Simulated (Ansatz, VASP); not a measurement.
## P: VASP beside Ansatz

```
P
1.0
    -3.92960    3.93501    3.23856
     3.94645   -3.95015    3.20119
     3.92781    3.94815   -3.22816
P
8
Direct
  0.77680 0.02635 0.86939
  0.15648 0.90725 0.13044
  0.65690 0.40628 0.63035
  0.77648 0.02690 0.36955
  0.59339 0.22361 0.25064
  0.97329 0.34290 0.74955
  0.97364 0.84323 0.75056
  0.09300 0.22348 0.24951
```

Change from the starting cell: cell x1, atoms moved at random (sigma 0.1 Å) and cell strained at random (1.5 %), then relaxed without symmetry.

Alike in both runs: functional PBE; k mesh 4 × 4 × 4; occupations gaussian, width 0.1 eV; no spin polarisation.

Ansatz relaxed the structure, and its values are those at the end. VASP's run is a single point on that final structure, the one shown.

|  | VASP | Ansatz |
| --- | --- | --- |
| version | VASP 6.6.1 | Ansatz 0.2.0 |
| potentials or method | VASP PAW PBE potentials, release 64 (P), cutoff 520 eV | scalar-relativistic, plane waves, PAW |
| valence electrons in the cell | 40 | 40 |

|  | VASP | Ansatz | Ansatz less VASP |
| --- | --- | --- | --- |
| gap on the k mesh at the Fermi level (eV) | 1.62 | 1.59 | -0.031 |
| least direct gap on the mesh (eV) | 1.70 | 1.67 | -0.027 |
| pressure (GPa) | -0.3 | 0.0 | +0.26 |
| rms of the force components (eV/Å) | 0.040 | 0.008 | -0.0323 |
